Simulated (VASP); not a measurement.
# TiB2 (P6/mmm) in VASP: settings compared

The runs below take TiB2 through relaxation of cell and atoms, with revPBE+D3(BJ), RPBE.

All numbers are computed with VASP 6.6.1; they aren't measurements. Logs are shortened: lines on timing, memory, paths and dates and some standing lists are left out, and cuts for length are marked.

## 1. The cell of the first run

It takes space group P6/mmm (No. 191, hexagonal). The conventional cell has a = 3.029 Å, b = 3.029 Å, c = 3.228 Å, α = 90.00°, β = 90.00°, γ = 120.00°. Within 3.1 Å of Ti (site symmetry 6/mmm) lie 12 B at 2.38 Å and 6 Ti at 3.03 Å. Within 2.3 Å of B (site symmetry -6m2) lie 3 B at 1.75 Å.

## 2. Relaxation of cell and atoms, revPBE+D3(BJ)

File INCAR:

```
SYSTEM = TiB2
  PREC = Accurate
  ENCUT = 600
  EDIFF = 1E-7
  ISMEAR = 1
  SIGMA = 0.05
  LREAL = .FALSE.
  LASPH = .TRUE.
  NELM = 100
  ALGO = Normal
  ISIF = 3
  LWAVE = .FALSE.
  LCHARG = .FALSE.
  GGA = RE
  IVDW = 12
  IBRION = 2
  NSW = 80
  EDIFFG = -0.01
```

File KPOINTS:

```
Automatic mesh
0
G
  13 13 10
  0 0 0
```

File POSCAR:

```
TiB2
1.0
    3.0292000000      0.0000000000      0.0000000000
   -1.5146000000      2.6233640000      0.0000000000
    0.0000000000      0.0000000000      3.2284000000
Ti B
1 2
Direct
    0.0000000000      0.0000000000      0.0000000000
    0.3333333333      0.6666666667      0.5000000000
    0.6666666667      0.3333333333      0.5000000000
```

Potentials or basis: VASP PAW PBE potentials, release 64 (Ti_sv, B).

Started as:

```bash
$ cat potpaw_PBE.64/Ti_sv/POTCAR potpaw_PBE.64/B/POTCAR > POTCAR
$ mpirun -np 1 vasp_std > vasp.out
```

OUTCAR:

```text
SYSTEM = TiB2
   PREC = Accurate
   ENCUT = 600
   EDIFF = 1E-7
   ISMEAR = 1
   LREAL = .FALSE.
   LASPH = .TRUE.
   NELM = 100
   ISIF = 3
   GGA = RE
   IVDW = 12
   IBRION = 2
   NSW = 80
   EDIFFG = -0.01
 IVDW          = 12

 ion  position               nearest neighbor table
   1  0.000  0.000  0.000-   2 2.38   2 2.38   3 2.38   3 2.38   2 2.38   3 2.38   2 2.38   3 2.38
                             3 2.38   3 2.38   2 2.38   2 2.38
   2  0.333  0.667  0.500-   3 1.75   3 1.75   3 1.75   1 2.38   1 2.38   1 2.38   1 2.38   1 2.38
                             1 2.38
   3  0.667  0.333  0.500-   2 1.75   2 1.75   2 1.75   1 2.38   1 2.38   1 2.38   1 2.38   1 2.38
                             1 2.38

  LATTYP: Found a hexagonal cell.
 ALAT       =     3.0292000000
 C/A-ratio  =     1.0657599366

  Lattice vectors:

 A1 = (   3.0292000000,   0.0000000000,   0.0000000000)
 A2 = (  -1.5146000000,   2.6233640000,   0.0000000000)
 A3 = (   0.0000000000,   0.0000000000,   3.2284000000)

Analysis of symmetry for initial positions (statically):
=====================================================================
 Subroutine PRICEL returns:
 Original cell was already a primitive cell.

 Routine SETGRP: Setting up the symmetry group for a
 hexagonal supercell.

 Subroutine GETGRP returns: Found 24 space group operations
 (whereof 24 operations were pure point group operations)
 out of a pool of 24 trial point group operations.

The static configuration has the point symmetry D_6h.

Analysis of symmetry for dynamics (positions and initial velocities):
=====================================================================
 Subroutine PRICEL returns:
 Original cell was already a primitive cell.

 Routine SETGRP: Setting up the symmetry group for a
 hexagonal supercell.

 Subroutine GETGRP returns: Found 24 space group operations
 (whereof 24 operations were pure point group operations)
 out of a pool of 24 trial point group operations.

The dynamic configuration has the point symmetry D_6h.

 Subroutine INISYM returns: Found 24 space group operations
 (whereof 24 operations are pure point group operations),
 and found     1 'primitive' translations

----------------------------------------------------------------------------------------

                                     Primitive cell

  volume of cell :      25.6551

  direct lattice vectors                    reciprocal lattice vectors
     3.029200000  0.000000000  0.000000000     0.330120164  0.190594977  0.000000000
    -1.514600000  2.623364000  0.000000000     0.000000000  0.381189953  0.000000000
     0.000000000  0.000000000  3.228400000     0.000000000  0.000000000  0.309750960

  length of vectors
     3.029200000  3.029199867  3.228400000     0.381189936  0.381189953  0.309750960

  position of ions in fractional coordinates (direct lattice)
     0.000000000  0.000000000  0.000000000
     0.333333333  0.666666667  0.500000000
     0.666666667  0.333333333  0.500000000

  ion indices of the primitive-cell ions
   primitive index   ion index
                 1           1
                 2           2
                 3           3

----------------------------------------------------------------------------------------

 KPOINTS: Automatic mesh

Automatic generation of k-mesh.
 Grid dimensions read from file:
 generate k-points for:   13   13   10

 Generating k-lattice:

  Cartesian coordinates                     Fractional coordinates (reciprocal lattice)
     0.025393859  0.014661152  0.000000000     0.076923077  0.000000000  0.000000000
     0.000000000  0.029322304  0.000000000     0.000000000  0.076923077  0.000000000
     0.000000000  0.000000000  0.030975096     0.000000000  0.000000000  0.100000000

  Length of vectors
     0.029322303  0.029322304  0.030975096

  Shift w.r.t. Gamma in fractional coordinates (k-lattice)
     0.000000000  0.000000000  0.000000000

 Subroutine IBZKPT returns following result:
 ===========================================

 Found    126 irreducible k-points:

 Following reciprocal coordinates:
            Coordinates               Weight
  0.000000  0.000000  0.000000      1.000000
  0.076923  0.000000  0.000000      6.000000
  0.153846  0.000000  0.000000      6.000000
  0.230769  0.000000  0.000000      6.000000
  0.307692  0.000000  0.000000      6.000000
  0.384615  0.000000  0.000000      6.000000
[... 16 lines left out ...]
  0.076923  0.000000  0.100000     12.000000
  0.153846  0.000000  0.100000     12.000000
 [... further k-points ...]
   k-points           NKPTS =    126   k-points in BZ     NKDIM =    126   number of bands    NBANDS=     13
   number of dos      NEDOS =    301   number of ions     NIONS =      3
   total plane-waves  NPLWV =  16128
   dimension x,y,z NGX =    24 NGY =   24 NGZ =   28
   dimension x,y,z NGXF=    48 NGYF=   48 NGZF=   56
   ions per type =               1   2
   NGX,Y,Z   is equivalent  to a cutoff of  13.17, 13.17, 14.42 a.u.
   NGXF,Y,Z  is equivalent  to a cutoff of  26.34, 26.34, 28.84 a.u.
 SYSTEM =  TiB2
   PREC   = accura    normal or accurate (medium, high low for compatibility)
   ISTART =      0    job   : 0-new  1-cont  2-samecut
   ICHARG =      2    charge: 1-file 2-atom 10-const
   ISPIN  =      1    spin polarized calculation?
   LNONCOLLINEAR =      F non collinear calculations
   LSORBIT =      F    spin-orbit coupling
   LASPH  =      T    aspherical Exc in radial PAW
   ENCUT  =  600.0 eV  44.10 Ry    6.64 a.u.   6.05  6.05  6.45*2*pi/ulx,y,z
   NELM   =    100;   NELMIN=  2; NELMDL= -5     # of ELM steps
   EDIFF  = 0.1E-06   stopping-criterion for ELM
   LREAL  =      F    real-space projection
   EDIFFG = -.1E-01   stopping-criterion for IOM
   NSW    =     80    number of steps for IOM
   IBRION =      2    ionic relax: 0-MD 1-quasi-New 2-CG
   NFREE  =      1    steps in history (QN), initial steepest desc. (CG)
   ISIF   =      3    stress and relaxation
   ISYM   =      2    0-nonsym 1-usesym 2-fastsym
   POTIM  = 0.5000    time-step for ionic-motion
   TEBEG  =    0.0;   TEEND  =   0.0 temperature during run
   PSTRESS=    0.0 pullay stress
   NELECT =      18.0000    total number of electrons
   NUPDOWN=      -1.0000    fix difference up-down
   EMIN   =  10.00;   EMAX   =-10.00  energy-range for DOS
   EFERMI =   0.00;   METHOD = LEGACY
   ISMEAR =     1;   SIGMA  =   0.05  broadening in eV -4-tet -1-fermi 0-gaus
   EFERMI_NEDOS =   21; number of points for ismear=-14 and -15
   IALGO  =     38    algorithm
   IMIX   =      4    mixing-type and parameters
     AMIX     =   0.40;   BMIX     =  1.00
     AMIX_MAG =   1.60;   BMIX_MAG =  1.00
  volume/ion in A,a.u.               =       8.55        57.71
  Fermi-wavevector in a.u.,A,eV,Ry     =   1.454703  2.748990 28.792123  2.116161
  Thomas-Fermi vector in A             =   2.571823
   LORBIT       =      0    0 simple, 1 ext, 2 COOP (PROOUT), +10 PAW based schemes
   GGA     = RE    functional components
   LHFCALC =     F    Hartree Fock is set to
   AEXX    =    0.0000 exact exchange contribution
   IVDW    =    12    specifies the selected vdW correction
   LEPSILON=     F    determine dielectric tensor
   LRPA    =     F    only Hartree local field effects (RPA)
 conjugate gradient relaxation of ions
 non-spin polarized calculation
 Methfessel and Paxton  Order N= 1 SIGMA  =   0.05
  energy-cutoff  :      600.00
  volume of cell :       25.66
 maximum number of plane-waves:       874
   NGX = 13   NGY = 13   NGZ = 13

--------------------------------------- Ionic step        1  -------------------------------------------

 number of electron      18.0000002 magnetization

 Free energy of the ion-electron system (eV)
  ---------------------------------------------------
  ext. energy  EPLUGINS =         0.00000000
  ---------------------------------------------------
  free energy    TOTEN  =       -23.56892961 eV

  energy without entropy =      -23.56880650  energy(sigma->0) =      -23.56888857

------------------------ aborting loop because EDIFF is reached ----------------------------------------

 Edisp (eV)   -2.43637

 E8    (eV) :    -1.6618

  FORCE on cell =-STRESS in cart. coord.  units (eV):
  Direction    XX          YY          ZZ          XY          YZ          ZX
  --------------------------------------------------------------------------------------
  -------------------------------------------------------------------------------------
  Total      -1.87055    -1.87055    -1.95899     0.00000    -0.00000     0.00000
  in kB    -116.81678  -116.81677  -122.34030     0.00000    -0.00000     0.00000
  external pressure =     -118.66 kB  Pullay stress =        0.00 kB
[... 227 lines left out ...]
  energy  without entropy=      -26.0519668113  energy(sigma->0) =      -26.05212083

--------------------------------------- Ionic step        7  -------------------------------------------

 number of electron      18.0000003 magnetization

 Free energy of the ion-electron system (eV)
  ---------------------------------------------------
  ext. energy  EPLUGINS =         0.00000000
  ---------------------------------------------------
  free energy    TOTEN  =       -23.49366082 eV

  energy without entropy =      -23.49343052  energy(sigma->0) =      -23.49358405

 E-fermi :  10.6480     XC(G=0): -12.9574

 val. band max:       10.6474533052   @ k =   0.0769   0.0000   0.4000
 cond. band min:      10.6601374097   @ k =   0.0769   0.0769   0.3000
 fundamental gap:      0.0126841045
 Fermi energy:        10.6479814455

 k-point     1 :       0.0000    0.0000    0.0000
  band No.  band energies     occupation
      1     -46.3117      2.00000
      2     -22.6155      2.00000
      3     -22.2856      2.00000
      4     -22.2856      2.00000
      5      -3.1996      2.00000
      6       7.8603      2.00000
      7       7.8603      2.00000
      8       8.3544      2.00000
      9       8.4037      2.00000
     10      12.6562      0.00000
     11      12.6562      0.00000
     12      14.5599      0.00000
     13      14.5599      0.00000
[... 353 lines left out ...]
 k-point    24 :       0.1538    0.0000    0.1000
  band No.  band energies     occupation
      1     -46.2960      2.00000
      2     -22.6218      2.00000
      3     -22.3870      2.00000
      4     -22.3069      2.00000
      5      -2.6015      2.00000
      6       6.7106      2.00000
      7       7.1486      2.00000
      8       7.8217      2.00000
      9       9.2520      2.00000
     10      12.1080      0.00000
     11      12.6495      0.00000
     12      13.8706      0.00000
     13      13.9079      0.00000

 [... further k-points ...]

------------------------ aborting loop because EDIFF is reached ----------------------------------------

 Edisp (eV)   -2.55854

 E8    (eV) :    -1.7452

  FORCE on cell =-STRESS in cart. coord.  units (eV):
  Direction    XX          YY          ZZ          XY          YZ          ZX
  --------------------------------------------------------------------------------------
  -------------------------------------------------------------------------------------
  Total      -0.02766    -0.02766    -0.02065     0.00000    -0.00000     0.00000
  in kB      -1.81137    -1.81137    -1.35245     0.00000    -0.00000     0.00000
  external pressure =       -1.66 kB  Pullay stress =        0.00 kB
[... 18 lines left out ...]
  FREE ENERGIE OF THE ION-ELECTRON SYSTEM (eV)
  ---------------------------------------------------
  free  energy   TOTEN  =       -26.0521989922 eV

  energy  without entropy=      -26.0519686965  energy(sigma->0) =      -26.05212223

 reached required accuracy - stopping structural energy minimisation
```

It took 73 s on 1 thread of Intel Xeon 6975P-C (Granite Rapids), shared host; peak memory 0.2 GiB.

Results:

| Quantity | Value |
| --- | --- |
| Free energy | -26.0522 eV |
| Relaxed volume | 8.15 Å³/atom |
| Relaxed cell | a = 2.989 Å, b = 2.989 Å, c = 3.161 Å, α = 90.00°, β = 90.00°, γ = 120.00° |
| Space group after relaxing (to 0.05 Å) | P6/mmm (No. 191) |
| Energy gained by relaxing | 15.6 meV/atom |
| Ionic steps | 7 |
| Pressure after relaxing | -0.2 GPa |
| Band gap on the k mesh | zero (band 9 reaches 10.94 eV, above the bottom of band 10 at 10.38 eV) |
| Dispersion energy per atom | -0.853 eV |

The path:
| step | energy change (eV) | largest force (eV/Å) | pressure (GPa) | volume (Å³) |
| --- | --- | --- | --- | --- |
| 1 | 0.0000 | 0.0000 | -11.87 | 25.66 |
| 2 | -0.0010 | 0.0000 | 13.74 | 23.37 |
| 3 | -0.0459 | 0.0000 | -0.03 | 24.47 |
| 4 | -0.0459 | 0.0000 | 0.21 | 24.45 |
| 5 | -0.0469 | 0.0000 | 0.21 | 24.43 |
| 6 | -0.0469 | 0.0000 | 0.21 | 24.43 |
| 7 | -0.0469 | 0.0000 | -0.17 | 24.46 |

Final structure:
```yaml
crystal:
  lattice:
    - [2.98914, 0.00000, 0.00000]
    - [-1.49457, 2.58867, 0.00000]
    - [0.00000, 0.00000, 3.16125]
  atoms:
    - { symbol: Ti, position: [0.00000, 0.00000, 0.00000] }
    - { symbol: B, position: [0.33333, 0.66667, 0.50000] }
    - { symbol: B, position: [0.66667, 0.33333, 0.50000] }
```

Levels at points of the mesh, in eV from the Fermi level:
```csv
k point,band 7,band 8,band 9,band 10,band 11,band 12
"(0.00, 0.00, 0.00)",-2.79,-2.29,-2.24,2.01,2.01,3.91
"(0.00, 0.00, 0.50)",-0.61,-0.61,-0.27,-0.27,0.43,0.43
```

Caveat: the PAW data sets were made with another functional, which shifts forces and pressure a little; pairwise dispersion overbinds metals, which lowers pressure and volume.

## 3. Relaxation of cell and atoms, RPBE

File INCAR:

```
SYSTEM = TiB2
PREC     = Accurate       ! precision mode
ENCUT    = 600            ! plane-wave cutoff, eV
EDIFF    = 1E-6           ! SCF threshold, eV
ISMEAR   = 1              ! smearing method
SIGMA    = 0.05           ! smearing width, eV
LREAL    = .False.        ! projectors in reciprocal space
LASPH    = .True.         ! aspherical terms in the spheres
NELM     = 60             ! most SCF steps
ALGO     = Normal         ! electronic algorithm
ISIF     = 3              ! what is computed and relaxed
LWAVE    = .False.        ! write WAVECAR
LCHARG   = .False.        ! write CHGCAR
GGA      = RP             ! functional
IBRION   = 2              ! ionic algorithm
NSW      = 80             ! ionic steps
EDIFFG   = -0.01          ! ionic threshold
```

File KPOINTS:

```
Automatic mesh
0
Gamma
  13 13 10
  0 0 0
```

POSCAR is that of step 2.

Potentials or basis: VASP PAW PBE potentials, release 64 (Ti_sv, B).

Started as:

```bash
$ cat potpaw_PBE.64/Ti_sv/POTCAR potpaw_PBE.64/B/POTCAR > POTCAR
$ mpirun -np 1 vasp_std > vasp.out
```

Run time: 47 s. Hardware: 1 thread of Intel Xeon 6975P-C (Granite Rapids), shared host; peak memory 0.19 GiB.

It converged, with:

| Item | Value |
| --- | --- |
| Free energy | -23.3313 eV |
| Relaxed volume | 8.72 Å³/atom |
| Relaxed cell | a = 3.049 Å, b = 3.049 Å, c = 3.250 Å, α = 90.00°, β = 90.00°, γ = 120.00° |
| Space group after relaxing (to 0.05 Å) | P6/mmm (No. 191) |
| Energy gained by relaxing | 2.5 meV/atom |
| Ionic steps | 5 |
| Pressure after relaxing | -0.1 GPa |
| Band gap on the k mesh | zero (band 9 reaches 10.23 eV, above the bottom of band 10 at 9.72 eV) |

The path:
```csv
step,energy change (eV),largest force (eV/Å),pressure (GPa),volume (Å³)
1,0.0000,0.0000,4.90,25.66
2,-0.0004,0.0000,-4.37,26.64
3,-0.0074,0.0000,0.04,26.15
4,-0.0074,0.0000,-0.02,26.15
5,-0.0075,0.0000,-0.06,26.16
```

Final structure:
```xyz
3
Lattice="3.0489 0.0000 0.0000 -1.5244 2.6404 0.0000 0.0000 0.0000 3.2501" Properties=species:S:1:pos:R:3 pbc="T T T"
Ti    0.0000    0.0000    0.0000
B     0.0000    1.7603    1.6250
B     1.5244    0.8801    1.6250
```

Levels at points of the mesh, in eV from the Fermi level:
```csv
k point,band 6,band 7,band 8,band 9,band 10,band 11,band 12,band 13
"(0.00, 0.00, 0.00)",-2.60,-2.60,-2.38,-2.11,1.80,1.80,3.53,3.53
"(0.00, 0.00, 0.50)",-7.60,-0.59,-0.59,-0.22,-0.22,0.39,0.39,1.56
```

Caveat: the PAW data sets were made with another functional, which shifts forces and pressure a little.
